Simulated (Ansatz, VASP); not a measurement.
**CsBr: VASP beside Ansatz**

File POSCAR:

```
CsBr
1.0
    4.1888299626      0.0000000000      0.0000000000
    0.0000000000      4.1888299626      0.0000000000
    0.0000000000      0.0000000000      4.1888299626
Cs Br
1 1
Direct
    0.0000000000      0.0000000000      0.0000000000
    0.5000000000      0.5000000000      0.5000000000
```

File INCAR.step1:

```
SYSTEM = CsBr
PREC = Accurate
ENCUT = 550
ISMEAR = 0
SIGMA = 0.02
LREAL = .False.
LASPH = .True.
NELM = 120
NBANDS = 15
GGA = PE
ALGO = Normal
EDIFF = 1E-5
LWAVE = .True.
LCHARG = .False.
GGA_COMPAT = .False.
```

The input INCAR.step2:

```
SYSTEM = CsBr
PREC = Accurate
ENCUT = 550
EDIFF = 1E-6
ISMEAR = 0
SIGMA = 0.02
LREAL = .False.
LASPH = .True.
NELM = 120
ALGO = Normal
ISIF = 2
LWAVE = .False.
LCHARG = .False.
METAGGA = R2SCAN
LMIXTAU = .True.
NBANDS = 15
ISTART = 1
GGA_COMPAT = .False.
```

Contents of KPOINTS:

```
regular mesh
0
Gamma
  6 6 6
  0 0 0
```

Input for Ansatz:

```yaml
crystal:
  lattice:
    - [4.1888299626, 0.0, 0.0]
    - [0.0, 4.1888299626, 0.0]
    - [0.0, 0.0, 4.1888299626]
  atoms:
    - { symbol: Cs, position: [0.0, 0.0, 0.0] }
    - { symbol: Br, position: [0.5, 0.5, 0.5] }
basis:
  ecutwfc: 500
kpoints:
  mp_grid: { grid: [6, 6, 6] }
hamiltonian:
  xc: r2scan
scf:
  occupations: { method: gaussian, width: 0.02 }
output:
  forces: true
  stress: true
  eigenvalues: true
  write_density: true
  write_potential: true
  elf: true
  volumetric_format: npy
```

Alike in both runs: task single point; functional r2SCAN; k mesh 6 × 6 × 6; occupations gaussian, width 0.02 eV; no spin polarisation.

```csv
,VASP,Ansatz
version,VASP 6.6.1,Ansatz 0.2.0
potentials or method,"VASP PAW PBE potentials, release 64 (Cs_sv, Br), cutoff 550 eV","scalar-relativistic, plane waves, PAW"
valence electrons in the cell,16,16
```

Ansatz gave:

* gap on the k mesh at the Fermi level (eV): 5.31
* least direct gap on the mesh (eV): 5.31
* pressure (GPa): 1.9

Question: What did VASP give for the same quantities?

Answer: gap on the k mesh at the Fermi level (eV): 5.30; least direct gap on the mesh (eV): 5.30; pressure (GPa): 1.9.

VASP's potentials were made for PBE, not for r2SCAN. With one functional, cell and mesh, what is left measures potentials, basis and numerics.

Neither program's run includes spin-orbit coupling.
